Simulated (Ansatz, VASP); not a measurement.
## Two plane-wave programs on Si

```xyz
4
Lattice="-3.2974 3.2974 2.1463 3.2974 -3.2974 2.1463 3.2974 3.2974 -2.1463" Properties=species:S:1:pos:R:3 pbc="T T T"
Si    1.1779    1.1779    0.0000
Si    2.1195    2.1195    2.1463
Si    2.1195   -2.1195    2.1463
Si   -2.1195    2.1195    2.1463
```

Alike in both runs: task single point; functional PBE; k mesh 12 × 12 × 12; occupations gaussian, width 0.05 eV; no spin polarisation.

|  | VASP | Ansatz |
| --- | --- | --- |
| version | VASP 6.6.1 | Ansatz 0.2.0 |
| potentials or method | VASP PAW PBE potentials, release 64 (Si), cutoff 520 eV | scalar-relativistic, plane waves, PAW |
| valence electrons in the cell | 16 | 16 |

```csv
,VASP,Ansatz,Ansatz less VASP
gap on the k mesh at the Fermi level (eV),none,none,-
pressure (GPa),-4.5,-4.4,+0.04
"traceless stress, the component that is largest in VASP (GPa)",-10.56,-10.55,+0.013
rms of the force components (eV/Å),0.531,0.533,+0.0024
```

Atom by atom the forces differ by 0.002 eV/Å (rms over components). A gap of «none» marks a metal or a gap that the smearing closes.
